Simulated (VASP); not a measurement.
# GaP (F-43m) in VASP: single point with HSE06

Aim: the single point of GaP with HSE06.

All numbers are computed with VASP 6.6.1; they aren't measurements. Logs are shortened: lines on timing, memory, paths and dates and some standing lists are left out, and cuts for length are marked.

## (1) The cell of the first run

Symmetry: F-43m, No. 216, cubic system. The conventional cell has a = 5.185 Å, b = 5.185 Å, c = 5.185 Å, α = 90.00°, β = 90.00°, γ = 90.00°. Ga (site symmetry -43m) has 4 P at 2.25 Å within 3.0 Å. P (site symmetry -43m) has 4 Ga at 2.25 Å within 3.0 Å.

## (2) Single point, HSE06 (strain -4.9%)

POSCAR reads:

```
GaP
1.0
    0.0000000000      2.5923998101      2.5923998101
    2.5923998101      0.0000000000      2.5923998101
    2.5923998101      2.5923998101      0.0000000000
Ga P
1 1
Direct
    0.0000000000      0.0000000000      0.0000000000
    0.2500000000      0.2500000000      0.2500000000
```

INCAR.step1 reads:

```
PREC     = Accurate       # precision mode
ENCUT    = 520            # plane-wave cutoff, eV
EDIFF    = 1E-5           # SCF threshold, eV
ISMEAR   = 0              # smearing method
SIGMA    = 0.01           # smearing width, eV
LREAL    = False          # projectors in reciprocal space
LASPH    = True           # aspherical terms in the spheres
NELM     = 80             # most SCF steps
ALGO     = Normal         # electronic algorithm
ISIF     = 2              # what is computed and relaxed
LWAVE    = True           # write WAVECAR
LCHARG   = False          # write CHGCAR
GGA      = PE             # functional
NBANDS   = 16             # bands
```

INCAR.step2 reads:

```
PREC     = Accurate       # precision mode
ENCUT    = 520            # plane-wave cutoff, eV
EDIFF    = 1E-6           # SCF threshold, eV
ISMEAR   = 0              # smearing method
SIGMA    = 0.01           # smearing width, eV
LREAL    = False          # projectors in reciprocal space
LASPH    = True           # aspherical terms in the spheres
NELM     = 80             # most SCF steps
ALGO     = Normal         # electronic algorithm
ISIF     = 2              # what is computed and relaxed
LWAVE    = False          # write WAVECAR
LCHARG   = False          # write CHGCAR
GGA      = PE             # functional
LHFCALC  = True           # exact exchange
HFSCREEN = 0.2079         # screening, 1/A
PRECFOCK = Normal       
ISTART   = 1            
NBANDS   = 16             # bands
```

KPOINTS reads:

```
Automatic mesh
0
Gamma
  6 6 6
```

Potentials or basis: VASP PAW PBE potentials, release 64 (Ga_d, P).

Started as:

```console
$ cat potpaw_PBE.64/Ga_d/POTCAR potpaw_PBE.64/P/POTCAR > POTCAR
$ cp INCAR.step1 INCAR
$ mpirun -np 1 vasp_std > vasp.out
$ cp INCAR.step2 INCAR
$ mpirun -np 1 vasp_std > vasp.out
```

OUTCAR:

```text
PREC = Accurate
   ENCUT = 520
   EDIFF = 1E-6
   ISMEAR = 0
   LREAL = False
   LASPH = True
   NELM = 80
   ISIF = 2
   GGA = PE
   LHFCALC = True
   HFSCREEN = 0.2079
   PRECFOCK = Normal
   ISTART = 1

 ion  position               nearest neighbor table
   1  0.000  0.000  0.000-   2 2.25   2 2.25   2 2.25   2 2.25
   2  0.250  0.250  0.250-   1 2.25   1 2.25   1 2.25   1 2.25

  LATTYP: Found a face centered cubic cell.
 ALAT       =     5.1847996202

  Lattice vectors:

 A1 = (   0.0000000000,   2.5923998101,   2.5923998101)
 A2 = (   2.5923998101,   0.0000000000,   2.5923998101)
 A3 = (   2.5923998101,   2.5923998101,   0.0000000000)

Analysis of symmetry for initial positions (statically):
=====================================================================
 Subroutine PRICEL returns:
 Original cell was already a primitive cell.

 Routine SETGRP: Setting up the symmetry group for a
 face centered cubic supercell.

 Subroutine GETGRP returns: Found 24 space group operations
 (whereof 24 operations were pure point group operations)
 out of a pool of 48 trial point group operations.

The static configuration has the point symmetry T_d .

Analysis of symmetry for dynamics (positions and initial velocities):
=====================================================================
 Subroutine PRICEL returns:
 Original cell was already a primitive cell.

 Routine SETGRP: Setting up the symmetry group for a
 face centered cubic supercell.

 Subroutine GETGRP returns: Found 24 space group operations
 (whereof 24 operations were pure point group operations)
 out of a pool of 48 trial point group operations.

The dynamic configuration has the point symmetry T_d .

 Subroutine INISYM returns: Found 24 space group operations
 (whereof 24 operations are pure point group operations),
 and found     1 'primitive' translations

----------------------------------------------------------------------------------------

                                     Primitive cell

  volume of cell :      34.8446

  direct lattice vectors                    reciprocal lattice vectors
     0.000000000  2.592399810  2.592399810    -0.192871485  0.192871485  0.192871485
     2.592399810  0.000000000  2.592399810     0.192871485 -0.192871485  0.192871485
     2.592399810  2.592399810  0.000000000     0.192871485  0.192871485 -0.192871485

  length of vectors
     3.666206971  3.666206971  3.666206971     0.334063211  0.334063211  0.334063211

  position of ions in fractional coordinates (direct lattice)
     0.000000000  0.000000000  0.000000000
     0.250000000  0.250000000  0.250000000

  ion indices of the primitive-cell ions
   primitive index   ion index
                 1           1
                 2           2

----------------------------------------------------------------------------------------

 KPOINTS: Automatic mesh

Automatic generation of k-mesh.
 Grid dimensions read from file:
 generate k-points for:    6    6    6

 Generating k-lattice:

  Cartesian coordinates                     Fractional coordinates (reciprocal lattice)
    -0.032145247  0.032145247  0.032145247     0.166666667  0.000000000  0.000000000
     0.032145247 -0.032145247  0.032145247     0.000000000  0.166666667  0.000000000
     0.032145247  0.032145247 -0.032145247     0.000000000  0.000000000  0.166666667

  Length of vectors
     0.055677202  0.055677202  0.055677202

  Shift w.r.t. Gamma in fractional coordinates (k-lattice)
     0.000000000  0.000000000  0.000000000

 Subroutine IBZKPT returns following result:
 ===========================================

 Found     16 irreducible k-points:

 Following reciprocal coordinates:
            Coordinates               Weight
  0.000000  0.000000  0.000000      1.000000
  0.166667  0.000000  0.000000      8.000000
  0.333333  0.000000  0.000000      8.000000
  0.500000  0.000000  0.000000      4.000000
  0.166667  0.166667  0.000000      6.000000
  0.333333  0.166667  0.000000     24.000000
[... 8 lines left out ...]
 -0.333333  0.333333  0.166667     24.000000
 -0.333333  0.500000  0.166667     12.000000
   k-points           NKPTS =     16   k-points in BZ     NKDIM =    216   number of bands    NBANDS=     16
   number of dos      NEDOS =    301   number of ions     NIONS =      2
   total plane-waves  NPLWV =  21952
   dimension x,y,z NGX =    28 NGY =   28 NGZ =   28
   dimension x,y,z NGXF=    56 NGYF=   56 NGZF=   56
   ions per type =               1   1
   NGX,Y,Z   is equivalent  to a cutoff of  12.70, 12.70, 12.70 a.u.
   NGXF,Y,Z  is equivalent  to a cutoff of  25.39, 25.39, 25.39 a.u.
 SYSTEM =  unknown system
   PREC   = accura    normal or accurate (medium, high low for compatibility)
   ISTART =      1    job   : 0-new  1-cont  2-samecut
   ICHARG =      0    charge: 1-file 2-atom 10-const
   ISPIN  =      1    spin polarized calculation?
   LNONCOLLINEAR =      F non collinear calculations
   LSORBIT =      F    spin-orbit coupling
   LASPH  =      T    aspherical Exc in radial PAW
   ENCUT  =  520.0 eV  38.22 Ry    6.18 a.u.   6.82  6.82  6.82*2*pi/ulx,y,z
   NELM   =     80;   NELMIN=  2; NELMDL=  0     # of ELM steps
   EDIFF  = 0.1E-05   stopping-criterion for ELM
   LREAL  =      F    real-space projection
   EDIFFG = 0.1E-04   stopping-criterion for IOM
   NSW    =      0    number of steps for IOM
   IBRION =     -1    ionic relax: 0-MD 1-quasi-New 2-CG
   NFREE  =      0    steps in history (QN), initial steepest desc. (CG)
   ISIF   =      2    stress and relaxation
   ISYM   =      3    0-nonsym 1-usesym 2-fastsym
   POTIM  = 0.5000    time-step for ionic-motion
   TEBEG  =    0.0;   TEEND  =   0.0 temperature during run
   PSTRESS=    0.0 pullay stress
   NELECT =      18.0000    total number of electrons
   NUPDOWN=      -1.0000    fix difference up-down
   EMIN   =  10.00;   EMAX   =-10.00  energy-range for DOS
   EFERMI =   0.00;   METHOD = LEGACY
   ISMEAR =     0;   SIGMA  =   0.01  broadening in eV -4-tet -1-fermi 0-gaus
   EFERMI_NEDOS =   21; number of points for ismear=-14 and -15
   IALGO  =     38    algorithm
   IMIX   =      1    mixing-type and parameters
     AMIX     =   0.40;   BMIX     =  1.00
     AMIX_MAG =   1.60;   BMIX_MAG =  1.00
  volume/ion in A,a.u.               =      17.42       117.57
  Fermi-wavevector in a.u.,A,eV,Ry     =   1.313571  2.482290 23.476442  1.725470
  Thomas-Fermi vector in A             =   2.443885
   LORBIT       =      0    0 simple, 1 ext, 2 COOP (PROOUT), +10 PAW based schemes
   GGA     = PE    functional components
   LHFCALC =     T    Hartree Fock is set to
   PRECFOCK=normal    Normal, Fast or Accurate (Low or Medium for compatibility)
   ENCUT4O =  -1.0   cutoff for four orbital integrals eV
   NKREDX  =     1    reduce k-point grid by
   NKREDY  =     1    reduce k-point grid by
   NKREDZ  =     1    reduce k-point grid by
   AEXX    =    0.2500 exact exchange contribution
   HFSCREEN=    0.2079 screening length (either q_TF or 0.3 A-1)
   HFSCREENC=   0.2079 screening length for correlation (either q_TF or 0.3 A-1)
   ENCUTFOCK=  -1.0 apply spherical cutoff to Coloumb kernel
   IVDW    =     0    specifies the selected vdW correction
   LEPSILON=     F    determine dielectric tensor
   LRPA    =     F    only Hartree local field effects (RPA)
 non-spin polarized calculation
 Gauss-broadening in eV      SIGMA  =   0.01
  energy-cutoff  :      520.00
  volume of cell :       34.84
 maximum number of plane-waves:       960
  NGX = 24; NGY = 24; NGZ = 24

 number of electron      18.0000013 magnetization

 Free energy of the ion-electron system (eV)
  ---------------------------------------------------
  ext. energy  EPLUGINS =         0.00000000
  ---------------------------------------------------
  free energy    TOTEN  =       -10.47491134 eV

  energy without entropy =      -10.47491134  energy(sigma->0) =      -10.47491134

 E-fermi :   5.9599     XC(G=0):  -8.6999

 val. band max:        5.8668817294   @ k =   0.0000   0.0000   0.0000
 cond. band min:       7.8041211919   @ k =   0.5000   0.5000   0.0000
 fundamental gap:      1.9372394625
 Fermi energy:         5.9599248962

 k-point     1 :       0.0000    0.0000    0.0000
  band No.  band energies     occupation
      1     -11.4697      2.00000
      2     -11.4697      2.00000
      3     -11.4697      2.00000
      4     -11.3167      2.00000
      5     -11.3167      2.00000
      6      -9.2286      2.00000
[... 8 lines left out ...]
     15      17.0147      0.00000
     16      17.0147      0.00000

 k-point     2 :       0.1667    0.0000    0.0000
  band No.  band energies     occupation
      1     -11.4997      2.00000
      2     -11.4579      2.00000
      3     -11.4579      2.00000
      4     -11.3168      2.00000
      5     -11.3168      2.00000
      6      -8.7704      2.00000
[... 8 lines left out ...]
     15      15.9903      0.00000
     16      17.7006      0.00000

 k-point     3 :       0.3333    0.0000    0.0000
  band No.  band energies     occupation
      1     -11.5519      2.00000
      2     -11.4390      2.00000
      3     -11.4390      2.00000
      4     -11.3122      2.00000
      5     -11.3122      2.00000
      6      -7.5226      2.00000
[... 8 lines left out ...]
     15      16.9383      0.00000
     16      17.3619      0.00000

 k-point     4 :       0.5000    0.0000    0.0000
  band No.  band energies     occupation
      1     -11.5755      2.00000
      2     -11.4325      2.00000
      3     -11.4324      2.00000
      4     -11.3068      2.00000
      5     -11.3068      2.00000
      6      -6.4404      2.00000
[... 8 lines left out ...]
     15      19.4034      0.00000
     16      19.4034      0.00000

 k-point     5 :       0.1667    0.1667    0.0000
  band No.  band energies     occupation
      1     -11.5184      2.00000
      2     -11.4463      2.00000
      3     -11.4463      2.00000
      4     -11.3287      2.00000
      5     -11.3088      2.00000
      6      -8.6194      2.00000
[... 8 lines left out ...]
     15      17.5123      0.00000
     16      18.9318      0.00000

 k-point     6 :       0.3333    0.1667    0.0000
  band No.  band energies     occupation
      1     -11.5569      2.00000
      2     -11.4297      2.00000
      3     -11.4246      2.00000
      4     -11.3350      2.00000
      5     -11.3025      2.00000
      6      -7.6241      2.00000
[... 8 lines left out ...]
     15      18.1857      0.00000
     16      19.3476      0.00000
[... 115 lines left out ...]
 k-point    13 :       0.5000    0.5000    0.0000
  band No.  band energies     occupation
      1     -11.6221      2.00000
      2     -11.3752      2.00000
      3     -11.3717      2.00000
      4     -11.3717      2.00000
      5     -11.2848      2.00000
      6      -5.2396      2.00000
[... 8 lines left out ...]
     15      20.0475      0.00000
     16      20.9403      0.00000

 k-point    14 :       0.5000    0.3333    0.1667
  band No.  band energies     occupation
      1     -11.5804      2.00000
      2     -11.4185      2.00000
      3     -11.4016      2.00000
      4     -11.3405      2.00000
      5     -11.3014      2.00000
      6      -6.4910      2.00000
[... 8 lines left out ...]
     15      20.0500      0.00000
     16      21.5746      0.00000

 k-point    15 :      -0.3333    0.3333    0.1667
  band No.  band energies     occupation
      1     -11.5870      2.00000
      2     -11.4186      2.00000
      3     -11.3916      2.00000
      4     -11.3356      2.00000
      5     -11.3064      2.00000
      6      -5.5467      2.00000
[... 8 lines left out ...]
     15      20.6625      0.00000
     16      21.0281      0.00000

 k-point    16 :      -0.3333    0.5000    0.1667
  band No.  band energies     occupation
      1     -11.6017      2.00000
      2     -11.4013      2.00000
      3     -11.3800      2.00000
      4     -11.3508      2.00000
      5     -11.2980      2.00000
      6      -5.1171      2.00000
[... 8 lines left out ...]
     15      20.2714      0.00000
     16      22.0593      0.00000

------------------------ aborting loop because EDIFF is reached ----------------------------------------

  FORCE on cell =-STRESS in cart. coord.  units (eV):
  Direction    XX          YY          ZZ          XY          YZ          ZX
  --------------------------------------------------------------------------------------
  -------------------------------------------------------------------------------------
  Total        4.1441226      4.1441226      4.1441226     -0.0000000     -0.0000000      0.0000000
  in kB      190.5492486    190.5492486    190.5492486     -0.0000000     -0.0000000      0.0000000
  external PRESSURE =     190.5492486 kB  Pullay stress =       0.0000000 kB

 VOLUME and BASIS-vectors are now :
 -----------------------------------------------------------------------------
  energy-cutoff  :      520.00
  volume of cell :       34.84
      direct lattice vectors                 reciprocal lattice vectors
     0.000000000  2.592399810  2.592399810    -0.192871485  0.192871485  0.192871485
     2.592399810  0.000000000  2.592399810     0.192871485 -0.192871485  0.192871485
     2.592399810  2.592399810  0.000000000     0.192871485  0.192871485 -0.192871485

 POSITION                                       TOTAL-FORCE (eV/Angst)
 -----------------------------------------------------------------------------------
      0.00000      0.00000      0.00000        -0.000000     -0.000000     -0.000000
      1.29620      1.29620      1.29620         0.000000      0.000000      0.000000
 -----------------------------------------------------------------------------------
    total drift:                               -0.000041     -0.000041     -0.000025

  FREE ENERGIE OF THE ION-ELECTRON SYSTEM (eV)
  ---------------------------------------------------
  free  energy   TOTEN  =       -10.4749113380 eV

  energy  without entropy=      -10.4749113380  energy(sigma->0) =      -10.47491134
```

It took 1.5 h on 1 thread of Intel Xeon 8259CL, shared host; peak memory 0.29 GiB.

What came out:

| Item | Value |
| --- | --- |
| Free energy | -10.4749 eV |
| Pressure | 19.1 GPa |
| Band gap on the k mesh | 1.94 eV (least direct gap 4.17 eV) |

Caveat: the cell differs from its parent crystal (strain -4.9%); the cell stands under pressure; the PAW data sets were made with another functional, which shifts forces and pressure a little.
